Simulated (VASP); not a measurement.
Ag:

```
CELL_PARAMETERS angstrom
0.00000 2.04275 2.04275
2.04275 0.00000 2.04275
2.04275 2.04275 0.00000
ATOMIC_POSITIONS crystal
Ag 0.00000 0.00000 0.00000
```

* Program: VASP 6.6.1
* Task: relaxation of cell and atoms
* Functional: revPBE
* Dispersion: D3(BJ)
* Potentials or basis: VASP PAW PBE potentials, release 64 (Ag)
* Cutoff: 600 eV
* k mesh: 13 × 13 × 13
* Occupations: fermi-dirac, width 0.1 eV
* Spin: no spin polarisation

At the start: pressure -3.6 GPa; volume 17.05 Å³/atom.

Task: Where does the relaxation end?

Result: Over 3 steps the energy falls by 6.5 meV/atom and the volume is 16.49 Å³/atom (-3.3 %); space group Fm-3m (No. 225, to 0.05 Å).

The path:
```
step  energy change (eV)  largest force (eV/Å)  pressure (GPa)  volume (Å³)
   1              0.0000                0.0000           -3.56        17.05
   2             -0.0036                0.0000            2.75        16.13
   3             -0.0065                0.0000            0.00        16.49
```

Final structure:
```
Ag
1.0
     0.00000    2.02003    2.02003
     2.02003    0.00000    2.02003
     2.02003    2.02003    0.00000
Ag
1
Direct
  0.00000 0.00000 0.00000
```

Caveat: the PAW data sets were made with another functional, which shifts forces and pressure a little; pairwise dispersion overbinds metals, which lowers pressure and volume.
